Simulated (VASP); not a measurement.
# Pt (R-3m) in VASP: a series of runs

Pt is run at these levels: LDA; tasks: single point.

All numbers are computed with VASP 6.6.1; they aren't measurements. Logs are shortened: lines on timing, memory, paths and dates and some standing lists are left out, and cuts for length are marked.

## Step 1: The cell of the first run

Symmetry: R-3m, No. 166, trigonal system. The conventional cell has a = 2.629 Å, b = 2.629 Å, c = 7.958 Å, α = 90.00°, β = 90.00°, γ = 120.00°. Within 3.5 Å of Pt (site symmetry -3m) lie 12 Pt at 2.63 to 3.06 Å.

## Step 2: Single point, LDA

File INCAR:

```
SYSTEM = Pt
ALGO = Normal ; EDIFF = 1E-6
ENCUT = 520 ; ISIF = 2
ISMEAR = 0 ; LASPH = .TRUE.
LCHARG = .TRUE. ; LELF = .TRUE.
LREAL = .FALSE. ; LVHAR = .TRUE.
LWAVE = .FALSE. ; NBANDS = 11
NELM = 100 ; PREC = Accurate
SIGMA = 0.15
```

File KPOINTS:

```
k-points
0
G
  20 20 20
  0 0 0
```

File POSCAR:

```
Pt
1.0
    0.2920150933      2.1511778537      2.1511778537
    2.1511778537      0.2920150933      2.1511778537
    2.1511778537      2.1511778537      0.2920150933
Pt
1
Direct
    0.0000000000      0.0000000000      0.0000000000
```

Potentials or basis: VASP PAW LDA potentials, release 64 (Pt).

Run with:

```
cat potpaw_LDA.64/Pt/POTCAR > POTCAR
mpirun -np 1 vasp_std > vasp.out
```

OUTCAR:

```text
SYSTEM = Pt
   EDIFF = 1E-6
   ENCUT = 520
   ISIF = 2
   ISMEAR = 0
   LASPH = .TRUE.
   LREAL = .FALSE.
   NELM = 100
   PREC = Accurate

 ion  position               nearest neighbor table
   1  0.000  0.000  0.000-

  LATTYP: Found a trigonal (rhomboedric) cell.
 ALAT       =     3.0562076388
 COS(alpha) =     0.6299425859

  Lattice vectors:

 A1 = (   0.2920150933,   2.1511778537,   2.1511778537)
 A2 = (   2.1511778537,   0.2920150933,   2.1511778537)
 A3 = (   2.1511778537,   2.1511778537,   0.2920150933)

Analysis of symmetry for initial positions (statically):
=====================================================================
 Subroutine PRICEL returns:
 Original cell was already a primitive cell.

 Routine SETGRP: Setting up the symmetry group for a
 trigonal (rhombohedral) supercell.

 Subroutine GETGRP returns: Found 12 space group operations
 (whereof 12 operations were pure point group operations)
 out of a pool of 12 trial point group operations.

The static configuration has the point symmetry D_3d.

Analysis of symmetry for dynamics (positions and initial velocities):
=====================================================================
 Subroutine PRICEL returns:
 Original cell was already a primitive cell.

 Routine SETGRP: Setting up the symmetry group for a
 trigonal (rhombohedral) supercell.

 Subroutine GETGRP returns: Found 12 space group operations
 (whereof 12 operations were pure point group operations)
 out of a pool of 12 trial point group operations.

The dynamic configuration has the point symmetry D_3d.

 Subroutine INISYM returns: Found 12 space group operations
 (whereof 12 operations are pure point group operations),
 and found     1 'primitive' translations

----------------------------------------------------------------------------------------

                                     Primitive cell

  volume of cell :      15.8804

  direct lattice vectors                    reciprocal lattice vectors
     0.292015093  2.151177854  2.151177854    -0.286031795  0.251844728  0.251844728
     2.151177854  0.292015093  2.151177854     0.251844728 -0.286031795  0.251844728
     2.151177854  2.151177854  0.292015093     0.251844728  0.251844728 -0.286031795

  length of vectors
     3.056207639  3.056207639  3.056207639     0.456799432  0.456799432  0.456799432

  position of ions in fractional coordinates (direct lattice)
     0.000000000  0.000000000  0.000000000

  ion indices of the primitive-cell ions
   primitive index   ion index
                 1           1

----------------------------------------------------------------------------------------

 KPOINTS: k-points

Automatic generation of k-mesh.
 Grid dimensions read from file:
 generate k-points for:   20   20   20

 Generating k-lattice:

  Cartesian coordinates                     Fractional coordinates (reciprocal lattice)
    -0.014301590  0.012592236  0.012592236     0.050000000  0.000000000  0.000000000
     0.012592236 -0.014301590  0.012592236     0.000000000  0.050000000  0.000000000
     0.012592236  0.012592236 -0.014301590     0.000000000  0.000000000  0.050000000

  Length of vectors
     0.022839972  0.022839972  0.022839972

  Shift w.r.t. Gamma in fractional coordinates (k-lattice)
     0.000000000  0.000000000  0.000000000

 Subroutine IBZKPT returns following result:
 ===========================================

 Found    781 irreducible k-points:

 Following reciprocal coordinates:
            Coordinates               Weight
  0.000000  0.000000  0.000000      1.000000
  0.050000  0.000000  0.000000      6.000000
  0.100000  0.000000  0.000000      6.000000
  0.150000  0.000000  0.000000      6.000000
  0.200000  0.000000  0.000000      6.000000
  0.250000  0.000000  0.000000      6.000000
[... 16 lines left out ...]
 -0.400000  0.050000  0.000000     12.000000
 -0.350000  0.050000 -0.000000     12.000000
 [... further k-points ...]
   k-points           NKPTS =    781   k-points in BZ     NKDIM =    781   number of bands    NBANDS=     11
   number of dos      NEDOS =    301   number of ions     NIONS =      1
   total plane-waves  NPLWV =  13824
   dimension x,y,z NGX =    24 NGY =   24 NGZ =   24
   dimension x,y,z NGXF=    48 NGYF=   48 NGZF=   48
   ions per type =               1
   NGX,Y,Z   is equivalent  to a cutoff of  13.06, 13.06, 13.06 a.u.
   NGXF,Y,Z  is equivalent  to a cutoff of  26.11, 26.11, 26.11 a.u.
 SYSTEM =  Pt
   PREC   = accura    normal or accurate (medium, high low for compatibility)
   ISTART =      0    job   : 0-new  1-cont  2-samecut
   ICHARG =      2    charge: 1-file 2-atom 10-const
   ISPIN  =      1    spin polarized calculation?
   LNONCOLLINEAR =      F non collinear calculations
   LSORBIT =      F    spin-orbit coupling
   LASPH  =      T    aspherical Exc in radial PAW
   ENCUT  =  520.0 eV  38.22 Ry    6.18 a.u.   5.68  5.68  5.68*2*pi/ulx,y,z
   NELM   =    100;   NELMIN=  2; NELMDL= -5     # of ELM steps
   EDIFF  = 0.1E-05   stopping-criterion for ELM
   LREAL  =      F    real-space projection
   EDIFFG = 0.1E-04   stopping-criterion for IOM
   NSW    =      0    number of steps for IOM
   IBRION =     -1    ionic relax: 0-MD 1-quasi-New 2-CG
   NFREE  =      0    steps in history (QN), initial steepest desc. (CG)
   ISIF   =      2    stress and relaxation
   ISYM   =      2    0-nonsym 1-usesym 2-fastsym
   POTIM  = 0.5000    time-step for ionic-motion
   TEBEG  =    0.0;   TEEND  =   0.0 temperature during run
   PSTRESS=    0.0 pullay stress
   NELECT =      10.0000    total number of electrons
   NUPDOWN=      -1.0000    fix difference up-down
   EMIN   =  10.00;   EMAX   =-10.00  energy-range for DOS
   EFERMI =   0.00;   METHOD = LEGACY
   ISMEAR =     0;   SIGMA  =   0.15  broadening in eV -4-tet -1-fermi 0-gaus
   EFERMI_NEDOS =   21; number of points for ismear=-14 and -15
   IALGO  =     38    algorithm
   IMIX   =      4    mixing-type and parameters
     AMIX     =   0.40;   BMIX     =  1.00
     AMIX_MAG =   1.60;   BMIX_MAG =  1.00
  volume/ion in A,a.u.               =      15.88       107.17
  Fermi-wavevector in a.u.,A,eV,Ry     =   1.403205  2.651673 26.789668  1.968985
  Thomas-Fermi vector in A             =   2.525890
   LORBIT       =      0    0 simple, 1 ext, 2 COOP (PROOUT), +10 PAW based schemes
   GGA     = CA    functional components
   LHFCALC =     F    Hartree Fock is set to
   AEXX    =    0.0000 exact exchange contribution
   IVDW    =     0    specifies the selected vdW correction
   LEPSILON=     F    determine dielectric tensor
   LRPA    =     F    only Hartree local field effects (RPA)
 non-spin polarized calculation
 Gauss-broadening in eV      SIGMA  =   0.15
  energy-cutoff  :      520.00
  volume of cell :       15.88
 maximum number of plane-waves:       438
   NGX = 11   NGY = 11   NGZ = 11

 number of electron      10.0000000 magnetization

 Free energy of the ion-electron system (eV)
  ---------------------------------------------------
  ext. energy  EPLUGINS =         0.00000000
  ---------------------------------------------------
  free energy    TOTEN  =        -7.25621495 eV

  energy without entropy =       -7.23884436  energy(sigma->0) =       -7.24752966

 E-fermi :  10.0534     XC(G=0): -13.3369

 val. band max:       10.0510467371   @ k =  -0.4500   0.3500   0.0500
 cond. band min:      10.0548809067   @ k =   0.4000   0.2500   0.0500
 fundamental gap:      0.0038341695
 Fermi energy:        10.0533619081

 k-point     1 :       0.0000    0.0000    0.0000
  band No.  band energies     occupation
      1       0.3918      2.00000
      2       5.2582      2.00000
      3       6.6436      2.00000
      4       6.6436      2.00000
      5       9.3338      2.00000
      6       9.3338      2.00000
      7      22.8650      0.00000
      8      27.1913      0.00000
      9      32.2563      0.00000
     10      32.2563      0.00000
     11      33.8032      0.00000

 k-point     2 :       0.0500    0.0000    0.0000
  band No.  band energies     occupation
      1       0.5061      2.00000
      2       5.3090      2.00000
      3       6.5792      2.00000
      4       6.7255      2.00000
      5       9.2448      2.00000
      6       9.2980      2.00000
      7      23.0510      0.00000
      8      27.3610      0.00000
      9      31.3785      0.00000
     10      32.3632      0.00000
     11      34.2915      0.00000

 k-point     3 :       0.1000    0.0000    0.0000
  band No.  band energies     occupation
      1       0.8405      2.00000
      2       5.4530      2.00000
      3       6.4071      2.00000
      4       6.9672      2.00000
      5       9.0051      2.00000
      6       9.1962      2.00000
      7      23.5566      0.00000
      8      27.7597      0.00000
      9      30.0890      0.00000
     10      32.6693      0.00000
     11      34.4881      0.00000

 k-point     4 :       0.1500    0.0000    0.0000
  band No.  band energies     occupation
      1       1.3653      2.00000
      2       5.6532      2.00000
      3       6.1985      2.00000
      4       7.3558      2.00000
      5       8.6875      2.00000
      6       9.0445      2.00000
      7      24.2000      0.00000
      8      27.6936      0.00000
      9      29.5755      0.00000
     10      33.1265      0.00000
     11      33.9819      0.00000

 k-point     5 :       0.2000    0.0000    0.0000
  band No.  band energies     occupation
      1       2.0136      2.00000
      2       5.7526      2.00000
      3       6.1586      2.00000
      4       7.8604      2.00000
      5       8.3941      2.00000
      6       8.8742      2.00000
      7      24.5045      0.00000
      8      26.9539      0.00000
      9      30.0479      0.00000
     10      33.0403      0.00000
     11      33.6314      0.00000
[... 211 lines left out ...]
 k-point    21 :       0.5000    0.0500    0.0000
  band No.  band energies     occupation
      1       3.1925      2.00000
      2       5.4838      2.00000
      3       7.8803      2.00000
      4       9.1108      2.00000
      5       9.9430      1.70173
      6      11.7911      0.00000
      7      17.1646      0.00000
      8      23.5662      0.00000
      9      27.1334      0.00000
     10      29.4020      0.00000
     11      35.0764      0.00000

 k-point    22 :      -0.4500    0.0500   -0.0000
  band No.  band energies     occupation
      1       3.1902      2.00000
      2       5.5107      2.00000
      3       7.8890      2.00000
      4       8.9164      2.00000
      5       9.9779      1.52307
      6      11.7938      0.00000
      7      17.2988      0.00000
      8      23.6632      0.00000
      9      27.2514      0.00000
     10      29.3777      0.00000
     11      35.1563      0.00000

 k-point    23 :      -0.4000    0.0500    0.0000
  band No.  band energies     occupation
      1       3.2308      2.00000
      2       5.6015      2.00000
      3       7.9555      2.00000
      4       8.4392      2.00000
      5       9.4650      2.00000
      6      11.2951      0.00000
      7      18.5072      0.00000
      8      24.1223      0.00000
      9      27.6807      0.00000
     10      29.9301      0.00000
     11      34.4685      0.00000

 k-point    24 :      -0.3500    0.0500   -0.0000
  band No.  band energies     occupation
      1       3.2771      2.00000
      2       5.7233      2.00000
      3       7.6858      2.00000
      4       8.0717      2.00000
      5       8.8205      2.00000
      6      10.6275      0.00000
      7      20.1818      0.00000
      8      24.8887      0.00000
      9      28.4129      0.00000
     10      30.9279      0.00000
     11      33.2635      0.00000

 [... further k-points ...]
[... 5 lines left out ...]
  --------------------------------------------------------------------------------------
  -------------------------------------------------------------------------------------
  Total       -0.4441545     -0.4441545     -0.4441545     -1.0668080     -1.0668080     -1.0668080
  in kB      -44.8109082    -44.8109082    -44.8109082   -107.6306506   -107.6306506   -107.6306506
  external PRESSURE =     -44.8109082 kB  Pullay stress =       0.0000000 kB

 VOLUME and BASIS-vectors are now :
 -----------------------------------------------------------------------------
  energy-cutoff  :      520.00
  volume of cell :       15.88
      direct lattice vectors                 reciprocal lattice vectors
     0.292015093  2.151177854  2.151177854    -0.286031795  0.251844728  0.251844728
     2.151177854  0.292015093  2.151177854     0.251844728 -0.286031795  0.251844728
     2.151177854  2.151177854  0.292015093     0.251844728  0.251844728 -0.286031795

 POSITION                                       TOTAL-FORCE (eV/Angst)
 -----------------------------------------------------------------------------------
      0.00000      0.00000      0.00000        -0.000000      0.000000     -0.000000
 -----------------------------------------------------------------------------------
    total drift:                                0.000000     -0.000000     -0.000000

  FREE ENERGIE OF THE ION-ELECTRON SYSTEM (eV)
  ---------------------------------------------------
  free  energy   TOTEN  =        -7.2562149536 eV

  energy  without entropy=       -7.2388443650  energy(sigma->0) =       -7.24752966
```

Run time: 83 s. Hardware: 1 thread of Intel Xeon Platinum 8259CL at 2.50GHz (Skylake/Cascade Lake), shared host; peak memory 0.25 GiB.

What came out:

| Item | Value |
| --- | --- |
| Free energy | -7.2562 eV |
| Pressure | -4.5 GPa |
| Band gap on the k mesh | zero (band 5 reaches 11.20 eV, above the bottom of band 6 at 8.72 eV) |

Stress tensor (GPa, compression positive):
```
 -4.48 -10.76 -10.76
-10.76  -4.48 -10.76
-10.76 -10.76  -4.48
```

Caveat: spin-orbit coupling is left out, which moves the levels of the heavy elements.

(Continued in part 2 of 2.)
